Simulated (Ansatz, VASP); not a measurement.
# Two plane-wave programs on C

```
C
1.0
     0.00000    1.78580    1.78580
     1.78580    0.00000    1.78580
     1.78580    1.78580    0.00000
C
2
Direct
  0.00000 0.00000 0.00000
  0.25000 0.25000 0.25000
```

Alike in both runs: task single point; functional PBE; k mesh 12 × 12 × 12; occupations gaussian, width 0.02 eV; no spin polarisation.

```csv
,VASP,Ansatz
version,VASP 6.6.1,Ansatz 0.2.0
potentials or method,"VASP PAW PBE potentials, release 64 (C), cutoff 600 eV","scalar-relativistic, plane waves, PAW"
valence electrons in the cell,8,8
```

|  | VASP | Ansatz | Ansatz less VASP |
| --- | --- | --- | --- |
| gap on the k mesh at the Fermi level (eV) | 4.14 | 4.15 | +0.006 |
| least direct gap on the mesh (eV) | 5.58 | 5.58 | +0.003 |
| pressure (GPa) | 0.0 | 0.0 | +0.01 |
